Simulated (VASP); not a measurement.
Write the native input for VASP 6.6.1 that does the following.

```yaml
Task: relaxation of cell and atoms
Functional: revPBE
Potentials_or_basis: VASP PAW PBE potentials, release 64 (Br, K_sv)
Cutoff: 600 eV
k_mesh: 7 × 7 × 7
Occupations: fermi-dirac, width 0.05 eV
Spin: no spin polarisation
Dipole_correction: no
Further_INCAR_settings: ALGO = Normal; EDIFF = 1e-07; IBRION = 2; EDIFFG = -0.01; NSW = 60; ISIF = 3
```

The structure of KBr lies in POSCAR:

```
KBr
1.0
    0.0000000000      3.3000000000      3.3000000000
    3.3000000000      0.0000000000      3.3000000000
    3.3000000000      3.3000000000      0.0000000000
Br K
1 1
Direct
    0.5000000000      0.5000000000      0.5000000000
    0.0000000000      0.0000000000      0.0000000000
```

These files were run (other wordings do the same):

INCAR

```
SYSTEM = KBr
PREC = Accurate ; ENCUT = 600
EDIFF = 1E-7 ; ISMEAR = -1
SIGMA = 0.05 ; LREAL = .FALSE.
LASPH = .TRUE. ; NELM = 100
ALGO = Normal ; ISIF = 3
LWAVE = .FALSE. ; LCHARG = .FALSE.
GGA = RE ; IBRION = 2
NSW = 60 ; EDIFFG = -0.01
```

KPOINTS

```
regular mesh
0
G
  7 7 7
  0 0 0
```

Potentials or basis: VASP PAW PBE potentials, release 64 (Br, K_sv).

Run with:

```sh
$ cat potpaw_PBE.64/Br/POTCAR potpaw_PBE.64/K_sv/POTCAR > POTCAR
$ mpirun -np 1 vasp_std > vasp.out
```

It gave:

- Relaxed volume: 41.00 Å³/atom
- Relaxed cell: a = 4.877 Å, b = 4.877 Å, c = 4.877 Å, α = 60.00°, β = 60.00°, γ = 60.00°
- Space group after relaxing (to 0.1 Å): Fm-3m (No. 225)
- Energy gained by relaxing: 26.6 meV/atom
- Ionic steps: 5
- Pressure after relaxing: 0.0 GPa
- Band gap on the k mesh: 4.40 eV

Caveat: the PAW data sets were made with another functional, which shifts forces and pressure a little; an odd mesh through Γ misses points on the zone boundary, where band edges can lie.

Wall time 4.5 min on 1 thread of AMD EPYC 7R13, on a shared host, peak memory 0.22 GiB.
